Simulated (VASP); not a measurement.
Runs of VASP 6.6.1 on Ge. The structure is that of space group Fd-3m (No. 227), or close to it. The cells are those of the table. 

```tsv
task	cell	k mesh	cutoff (eV)	gap on the mesh (eV)	pressure (GPa)
single point	a = 4.000 Å, angles 60.0°, 2 atoms	6 × 6 × 6	520	none	(a)
single point	a = 4.091 Å, angles 60.0°, 2 atoms	14 × 14 × 14	520	none	-4.9
single point	a = 3.894 Å, angles 60.0°, 2 atoms	14 × 14 × 14	520	0.33	5.5
relaxation of cell and atoms	relaxed from a = 4.000 Å, angles 60.0°, 2 atoms	14 × 14 × 14	600	0.02	0.0
single point	a = 4.014 Å, angles 60.0°, 2 atoms	14 × 14 × 14	520	none	-1.8
single point	a = 3.975 Å, angles 60.0°, 2 atoms	14 × 14 × 14	520	(b)	(c)
single point	a = 3.935 Å, angles 60.0°, 2 atoms	14 × 14 × 14	520	0.22	2.5
single point	a = 4.053 Å, angles 60.0°, 2 atoms	14 × 14 × 14	520	none	-3.5
```

Alike in all rows: level LDA; potentials or basis VASP PAW LDA potentials, release 64 (Ge_d); no spin polarisation; smearing gaussian 0.1 eV.

Estimate the missing entries.

(a) -1.0; (b) 0.03; (c) 0.3.

Caveats: semilocal functionals underestimate gaps, and a narrow one can read as zero; the cell stands under tension (at least some runs); the smearing spreads over this small gap (at least some runs); the cell stands under pressure (at least some runs).

A k mesh can miss the band edges, and the runs leave out spin-orbit coupling on Ge.

A gap of «none» marks levels without a gap at the run's occupations.
